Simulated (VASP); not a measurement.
Wanted: the native input for a VASP 6.6.1 run.

| Property | Result |
| --- | --- |
| Task | single point |
| Functional | PBE |
| Potentials or basis | VASP PAW PBE potentials, release 64 (Cd, Se) |
| Cutoff | 520 eV |
| k mesh | 12 × 12 × 12 |
| Occupations | gaussian, width 0.1 eV |
| Spin | no spin polarisation |
| Dipole correction | no |
| Further INCAR settings | ALGO = Normal; EDIFF = 1e-06; NBANDS = 16 |

The structure of CdSe lies in POSCAR:

```
CdSe
1.0
    6.0913398676      0.0000000000      0.0000000000
   -3.0456699338      5.2752550684      0.0000000000
    0.0000000000      0.0000000000      4.8043788669
Cd Se
1 1
Direct
    0.0000000000      0.0000000000      0.5000000000
    0.0000000000      0.0000000000      0.0000000000
```

The cell was generated, and may not be a known phase.

The input as run:

INCAR

```
SYSTEM = CdSe
PREC = Accurate
ENCUT = 520
EDIFF = 1E-6
ISMEAR = 0
SIGMA = 0.1
LREAL = .FALSE.
LASPH = .TRUE.
NELM = 60
ALGO = Normal
ISIF = 2
LWAVE = .FALSE.
LCHARG = .FALSE.
GGA = PE
NBANDS = 16
```

KPOINTS

```
regular mesh
0
G
  12 12 12
  0 0 0
```

Potentials or basis: VASP PAW PBE potentials, release 64 (Cd, Se).

The run is started by

```console
$ cat potpaw_PBE.64/Cd/POTCAR potpaw_PBE.64/Se/POTCAR > POTCAR
$ mpirun -np 1 vasp_std > vasp.out
```

It gave:

| Property | Result |
| --- | --- |
| Pressure | 0.2 GPa |
| Band gap on the k mesh | 0.10 eV (least direct gap 0.88 eV) |

Caveat: semilocal functionals underestimate gaps, and a narrow one can read as zero.

Wall time 2 min on 1 thread of Intel(R) Xeon(R) 6975P-C (Granite Rapids) (shared host), peak memory 0.52 GiB.
